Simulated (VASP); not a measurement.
# Tl (Pm-3m) in VASP: single point with PBEsol

Aim: the single point of Tl with PBEsol.

Everything below comes from runs of VASP 6.6.1. Logs are shortened: lines on timing, memory, paths and dates and some standing lists are left out, and cuts for length are marked.

## 1. The cell of the first run

The structure is cubic, space group Pm-3m (No. 221). The conventional cell has a = 3.143 Å, b = 3.143 Å, c = 3.143 Å, α = 90.00°, β = 90.00°, γ = 90.00°. Tl (site symmetry m-3m) has 6 Tl at 3.14 Å within 4.1 Å.

## 2. Single point, PBEsol

File INCAR:

```
  ALGO = Normal
  EDIFF = 1E-6
  ENCUT = 520
  GGA = PS
  ISIF = 2
  ISMEAR = 0
  LASPH = True
  LCHARG = True
  LELF = True
  LREAL = False
  LVHAR = True
  LWAVE = False
  NBANDS = 12
  NELM = 60
  PREC = Accurate
  SIGMA = 0.1
```

File KPOINTS:

```
k-points
0
Gamma
  18 18 18
```

File POSCAR:

```
Tl
1.0
    3.1433671571      0.0000000000      0.0000000000
    0.0000000000      3.1433671571      0.0000000000
    0.0000000000      0.0000000000      3.1433671571
Tl
1
Direct
    0.0000000000      0.0000000000      0.0000000000
```

Potentials or basis: VASP PAW PBE potentials, release 64 (Tl_d).

On the command line:

```console
$ cat potpaw_PBE.64/Tl_d/POTCAR > POTCAR
$ mpirun -np 1 vasp_std > vasp.out
```

OUTCAR:

```text
EDIFF = 1E-6
   ENCUT = 520
   GGA = PS
   ISIF = 2
   ISMEAR = 0
   LASPH = True
   LREAL = False
   NELM = 60
   PREC = Accurate

 ion  position               nearest neighbor table
   1  0.000  0.000  0.000-

  LATTYP: Found a simple cubic cell.
 ALAT       =     3.1433671571

  Lattice vectors:

 A1 = (   3.1433671571,   0.0000000000,   0.0000000000)
 A2 = (   0.0000000000,   3.1433671571,   0.0000000000)
 A3 = (   0.0000000000,   0.0000000000,   3.1433671571)

Analysis of symmetry for initial positions (statically):
=====================================================================
 Subroutine PRICEL returns:
 Original cell was already a primitive cell.

 Routine SETGRP: Setting up the symmetry group for a
 simple cubic supercell.

 Subroutine GETGRP returns: Found 48 space group operations
 (whereof 48 operations were pure point group operations)
 out of a pool of 48 trial point group operations.

The static configuration has the point symmetry O_h .

Analysis of symmetry for dynamics (positions and initial velocities):
=====================================================================
 Subroutine PRICEL returns:
 Original cell was already a primitive cell.

 Routine SETGRP: Setting up the symmetry group for a
 simple cubic supercell.

 Subroutine GETGRP returns: Found 48 space group operations
 (whereof 48 operations were pure point group operations)
 out of a pool of 48 trial point group operations.

The dynamic configuration has the point symmetry O_h .

 Subroutine INISYM returns: Found 48 space group operations
 (whereof 48 operations are pure point group operations),
 and found     1 'primitive' translations

----------------------------------------------------------------------------------------

                                     Primitive cell

  volume of cell :      31.0588

  direct lattice vectors                    reciprocal lattice vectors
     3.143367157  0.000000000  0.000000000     0.318130193  0.000000000  0.000000000
     0.000000000  3.143367157  0.000000000     0.000000000  0.318130193  0.000000000
     0.000000000  0.000000000  3.143367157     0.000000000  0.000000000  0.318130193

  length of vectors
     3.143367157  3.143367157  3.143367157     0.318130193  0.318130193  0.318130193

  position of ions in fractional coordinates (direct lattice)
     0.000000000  0.000000000  0.000000000

  ion indices of the primitive-cell ions
   primitive index   ion index
                 1           1

----------------------------------------------------------------------------------------
[... 76 lines left out ...]
   ISIF   =      2    stress and relaxation
   ISYM   =      2    0-nonsym 1-usesym 2-fastsym
   POTIM  = 0.5000    time-step for ionic-motion
   TEBEG  =    0.0;   TEEND  =   0.0 temperature during run
   PSTRESS=    0.0 pullay stress
   NELECT =      13.0000    total number of electrons
   NUPDOWN=      -1.0000    fix difference up-down
   EMIN   =  10.00;   EMAX   =-10.00  energy-range for DOS
   EFERMI =   0.00;   METHOD = LEGACY
   ISMEAR =     0;   SIGMA  =   0.10  broadening in eV -4-tet -1-fermi 0-gaus
   EFERMI_NEDOS =   21; number of points for ismear=-14 and -15
   IALGO  =     38    algorithm
   IMIX   =      4    mixing-type and parameters
     AMIX     =   0.40;   BMIX     =  1.00
     AMIX_MAG =   1.60;   BMIX_MAG =  1.00
  volume/ion in A,a.u.               =      31.06       209.60
  Fermi-wavevector in a.u.,A,eV,Ry     =   1.224600  2.314158 20.403903  1.499645
  Thomas-Fermi vector in A             =   2.359668
   LORBIT       =      0    0 simple, 1 ext, 2 COOP (PROOUT), +10 PAW based schemes
   GGA     = PS    functional components
   LHFCALC =     F    Hartree Fock is set to
   AEXX    =    0.0000 exact exchange contribution
   IVDW    =     0    specifies the selected vdW correction
   LEPSILON=     F    determine dielectric tensor
   LRPA    =     F    only Hartree local field effects (RPA)
 non-spin polarized calculation
 Gauss-broadening in eV      SIGMA  =   0.10
  energy-cutoff  :      520.00
  volume of cell :       31.06
 maximum number of plane-waves:       864
 NGX is ok and might be reduce to    24
   NGX = 11   NGY = 11   NGZ = 11

 number of electron      12.9999997 magnetization

 Free energy of the ion-electron system (eV)
  ---------------------------------------------------
  ext. energy  EPLUGINS =         0.00000000
  ---------------------------------------------------
  free energy    TOTEN  =        -2.48609684 eV

  energy without entropy =       -2.48377510  energy(sigma->0) =       -2.48493597

 E-fermi :   5.5736     XC(G=0):  -9.8782

 val. band max:        5.5598374959   @ k =   0.5000   0.5000   0.1667
 cond. band min:       5.5950321952   @ k =   0.3333   0.1667   0.1111
 fundamental gap:      0.0351946993
 Fermi energy:         5.5736323207

 k-point     1 :       0.0000    0.0000    0.0000
  band No.  band energies     occupation
      1      -6.6492      2.00000
      2      -6.6492      2.00000
      3      -5.5317      2.00000
      4      -5.5317      2.00000
      5      -5.5317      2.00000
      6      -4.2620      2.00000
      7      12.5179      0.00000
      8      12.5179      0.00000
      9      12.5179      0.00000
     10      15.4638      0.00000
     11      17.1361      0.00000
     12      17.1361      0.00000
[... 331 lines left out ...]
 k-point    24 :       0.3333    0.1111    0.0000
  band No.  band energies     occupation
      1      -6.5324      2.00000
      2      -6.1209      2.00000
      3      -5.8362      2.00000
      4      -5.7701      2.00000
      5      -5.5479      2.00000
      6      -2.1660      2.00000
      7       5.1198      2.00000
      8      12.3235      0.00000
      9      14.7158      0.00000
     10      17.3200      0.00000
     11      17.6503      0.00000
     12      21.0475      0.00000

 [... further k-points ...]
[... 5 lines left out ...]
  --------------------------------------------------------------------------------------
  -------------------------------------------------------------------------------------
  Total       -0.0070282     -0.0070282     -0.0070282     -0.0000000     -0.0000000      0.0000000
  in kB       -0.3625488     -0.3625488     -0.3625488     -0.0000000     -0.0000000      0.0000000
  external PRESSURE =      -0.3625488 kB  Pullay stress =       0.0000000 kB

 VOLUME and BASIS-vectors are now :
 -----------------------------------------------------------------------------
  energy-cutoff  :      520.00
  volume of cell :       31.06
      direct lattice vectors                 reciprocal lattice vectors
     3.143367157  0.000000000  0.000000000     0.318130193  0.000000000  0.000000000
     0.000000000  3.143367157  0.000000000     0.000000000  0.318130193  0.000000000
     0.000000000  0.000000000  3.143367157     0.000000000  0.000000000  0.318130193

 POSITION                                       TOTAL-FORCE (eV/Angst)
 -----------------------------------------------------------------------------------
      0.00000      0.00000      0.00000         0.000000      0.000000      0.000000
 -----------------------------------------------------------------------------------
    total drift:                                0.000000      0.000000      0.000000

  FREE ENERGIE OF THE ION-ELECTRON SYSTEM (eV)
  ---------------------------------------------------
  free  energy   TOTEN  =        -2.4860968415 eV

  energy  without entropy=       -2.4837751017  energy(sigma->0) =       -2.48493597
```

Wall time 15 s (1 thread of Intel Xeon Platinum 8488C (Sapphire Rapids), shared host); peak memory 0.19 GiB.

Results:

- Free energy: -2.4861 eV
- Pressure: 0.0 GPa

Caveat: the PAW data sets were made with another functional, which shifts forces and pressure a little; spin-orbit coupling is left out, which moves the levels of the heavy elements.
